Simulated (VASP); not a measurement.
Write the native input for VASP 6.6.1 that does the following.

| Item | Value |
| --- | --- |
| Task | single point |
| Functional | HSE06 |
| Potentials or basis | VASP PAW PBE potentials, release 64 (Be, S) |
| Cutoff | 520 eV |
| k mesh | 6 × 6 × 4 |
| Occupations | gaussian, width 0.01 eV |
| Spin | no spin polarisation |
| Dipole correction | no |
| Grid for exact exchange (PRECFOCK) | Normal |
| Further INCAR settings | ALGO = Normal; EDIFF = 1e-06; NBANDS = 16 |
| Share of exact exchange | 0.25 |
| Screening parameter | 0.2079 1/Å |

BeS:

```
Be S
1.0
     3.46216    0.00000    0.00000
    -1.73108    2.99832    0.00000
     0.00000    0.00000    6.99243
Be S
2 2
Direct
  0.33333 0.66667 0.25000
  0.66667 0.33333 0.75000
  0.66667 0.33333 0.25000
  0.33333 0.66667 0.75000
```

One way to write it, as run:

POSCAR

```
BeS
1.0
    3.4621570814      0.0000000000      0.0000000000
   -1.7310785407      2.9983159844      0.0000000000
    0.0000000000      0.0000000000      6.9924280704
Be S
2 2
Direct
    0.3333333333      0.6666666667      0.2500000000
    0.6666666667      0.3333333333      0.7500000000
    0.6666666667      0.3333333333      0.2500000000
    0.3333333333      0.6666666667      0.7500000000
```

INCAR.step1

```
SYSTEM = BeS
PREC = Accurate
ENCUT = 520
EDIFF = 1E-5
ISMEAR = 0
SIGMA = 0.01
LREAL = .False.
LASPH = .True.
NELM = 100
ALGO = Normal
ISIF = 2
LWAVE = .True.
LCHARG = .False.
NBANDS = 16
GGA = PE
```

INCAR.step2

```
SYSTEM = BeS
PREC = Accurate
ENCUT = 520
EDIFF = 1E-6
ISMEAR = 0
SIGMA = 0.01
LREAL = .False.
LASPH = .True.
NELM = 100
ALGO = Normal
ISIF = 2
LWAVE = .False.
LCHARG = .False.
GGA = PE
LHFCALC = .True.
HFSCREEN = 0.2079
PRECFOCK = Normal
NBANDS = 16
ISTART = 1
```

KPOINTS

```
regular mesh
0
Gamma
  6 6 4
  0 0 0
```

Potentials or basis: VASP PAW PBE potentials, release 64 (Be, S).

Launch:

```sh
$ cat potpaw_PBE.64/Be/POTCAR potpaw_PBE.64/S/POTCAR > POTCAR
$ cp INCAR.step1 INCAR
$ mpirun -np 1 vasp_std > vasp.out
$ cp INCAR.step2 INCAR
$ mpirun -np 1 vasp_std > vasp.out
```

It gave:

The pressure is -0.5 GPa. The band gap on the k mesh is 5.04 eV (least direct gap 5.21 eV).

Caveat: the PAW data sets were made with another functional, which shifts forces and pressure a little.

Wall time 33 min on 1 thread of AMD EPYC 7R43 64-Core Processor (Zen 3), on a shared host, peak memory 0.28 GiB.
